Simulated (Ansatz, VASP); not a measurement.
# One calculation of Tl, two programs

File INCAR:

```
  PREC = Accurate
  ENCUT = 520
  EDIFF = 1E-6
  ISMEAR = 0
  SIGMA = 0.15
  LREAL = False
  LASPH = True
  NELM = 80
  ALGO = Fast
  ISIF = 2
  LWAVE = False
  LCHARG = False
  GGA = PS
  NBANDS = 12
```

File KPOINTS:

```
Automatic mesh
0
Gamma
  18 18 18
```

The input POSCAR:

```
Tl
1.0
   -1.9798200000      1.9410000000      1.9410000000
    1.9798200000     -1.9410000000      1.9410000000
    1.9798200000      1.9410000000     -1.9410000000
Tl
1
Direct
    0.0000000000      0.0000000000      0.0000000000
```

Input for Ansatz:

```yaml
crystal:
  lattice:
    - [-1.97982, 1.941, 1.941]
    - [1.97982, -1.941, 1.941]
    - [1.97982, 1.941, -1.941]
  atoms:
    - { symbol: Tl, position: [0.0, 0.0, 0.0] }
basis:
  ecutwfc: 420
kpoints:
  mp_grid: { grid: [18, 18, 18] }
hamiltonian:
  xc: pbesol
scf:
  occupations: { method: gaussian, width: 0.15 }
output:
  forces: true
  stress: true
  eigenvalues: true
```

Change from the starting cell: strain +0.0200 x Voigt [1, 0, 0, 0, 0, 0], atoms carried along.

Alike in both runs: task single point; functional PBEsol; k mesh 18 × 18 × 18; occupations gaussian, width 0.15 eV; no spin polarisation.

|  | VASP | Ansatz |
| --- | --- | --- |
| version | VASP 6.6.1 | Ansatz 0.2.0 |
| potentials or method | VASP PAW PBE potentials, release 64 (Tl_d), cutoff 520 eV | scalar-relativistic, plane waves, PAW |
| valence electrons in the cell | 13 | 13 |

VASP gave:

| Property | Result |
| --- | --- |
| gap on the k mesh at the Fermi level (eV) | none |
| pressure (GPa) | -1.5 |
| traceless stress, the component that is largest in VASP (GPa) | -0.15 |

Problem. What did Ansatz give for the same quantities?

Solution. gap on the k mesh at the Fermi level (eV): none; pressure (GPa): -1.4; traceless stress, the component that is largest in VASP (GPa): -0.15.

VASP's potentials were made for PBE, not for PBEsol. A gap of «none» marks a metal or a gap that the smearing closes.

Spin-orbit coupling is off throughout.
